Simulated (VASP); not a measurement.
Here is a VASP 6.6.1 calculation.

The input POSCAR:

```
Se
1.0
    4.2770688679      0.0000000000      0.0000000000
   -2.1385344339      3.7040502933      0.0000000000
    0.0000000000      0.0000000000      4.8524777481
Se
3
Direct
    0.7746000000      0.7746000000      0.0000000000
    0.0000000000      0.2254000000      0.6666666667
    0.2254000000      0.0000000000      0.3333333333
```

The input INCAR.step1:

```
SYSTEM = Se
ALGO = Normal
EDIFF = 1E-4
ENCUT = 520
GGA = PE
ISMEAR = -1
LASPH = .True.
LCHARG = .False.
LREAL = .False.
LWAVE = .True.
NBANDS = 16
NELM = 80
PREC = Accurate
SIGMA = 0.05
```

INCAR.step2

```
SYSTEM = Se
ALGO = Normal
EDIFF = 1E-7
ENCUT = 520
ISIF = 2
ISMEAR = -1
ISTART = 1
IVDW = 12
LASPH = .True.
LCHARG = .True.
LELF = .True.
LMIXTAU = .True.
LREAL = .False.
LVHAR = .True.
LWAVE = .False.
METAGGA = R2SCAN
NBANDS = 16
NELM = 80
PREC = Accurate
SIGMA = 0.05
VDW_A1 = 0.49484001
VDW_A2 = 5.73083694
VDW_S6 = 1.0
VDW_S8 = 0.78981345
```

File KPOINTS:

```
k-points
0
Gamma
  7 7 6
  0 0 0
```

Potentials or basis: VASP PAW PBE potentials, release 64 (Se).

Launch:

```bash
$ cat potpaw_PBE.64/Se/POTCAR > POTCAR
$ cp INCAR.step1 INCAR
$ mpirun -np 1 vasp_std > vasp.out
$ cp INCAR.step2 INCAR
$ mpirun -np 1 vasp_std > vasp.out
```

Predict the dispersion energy per atom.

-0.160 eV.

What does it give for the band gap on the k mesh?

1.40 eV (least direct gap 1.79 eV).

Predict the largest force.

0.732 eV/Å.

Forces on the atoms (eV/Å):
```
Se  -0.366 -0.634  0.000
Se  -0.366  0.634  0.000
Se   0.732  0.000  0.000
```

Caveat: the PAW data sets were made with another functional, which shifts forces and pressure a little. r2SCAN opens gaps a little over a GGA but as a rule still falls short of measured ones.
